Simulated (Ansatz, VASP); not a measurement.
## One calculation of TiO2, two programs

```
CELL_PARAMETERS angstrom
4.59695 0.00000 0.00000
0.00000 4.59695 0.00000
0.00000 0.00000 2.95354
ATOMIC_POSITIONS crystal
Ti 0.00000 0.00000 0.00000
Ti 0.50000 0.50000 0.50000
O 0.30463 0.30463 0.00000
O 0.19537 0.80463 0.50000
O 0.69537 0.69537 0.00000
O 0.80463 0.19537 0.50000
```

Change from the starting cell: unstrained.

Alike in both runs: task single point; functional r2SCAN; k mesh 4 × 4 × 6; no spin polarisation.

|  | VASP | Ansatz |
| --- | --- | --- |
| version | VASP 6.6.1 | Ansatz 0.2.0 |
| potentials or method | VASP PAW PBE potentials, release 64 (Ti_sv, O) | PAW with Ansatz's default frozen-core files, scalar-relativistic |
| plane-wave cutoff (eV) | 520 | 500 |
| occupations | gaussian, width 0.01 eV | fixed |
| valence electrons in the cell | 48 | 48 |

```tsv
	VASP	Ansatz	Ansatz less VASP
gap on the k mesh at the Fermi level (eV)	2.23	2.22	-0.009
pressure (GPa)	1.3	0.0	-1.27
traceless stress, the component that is largest in VASP (GPa)	0.50	0.03	-0.465
rms of the force components (eV/Å)	0.017	0.001	-0.0159
```

VASP's potentials were made for PBE, not for r2SCAN. Atom by atom the forces differ by 0.016 eV/Å (rms over components).
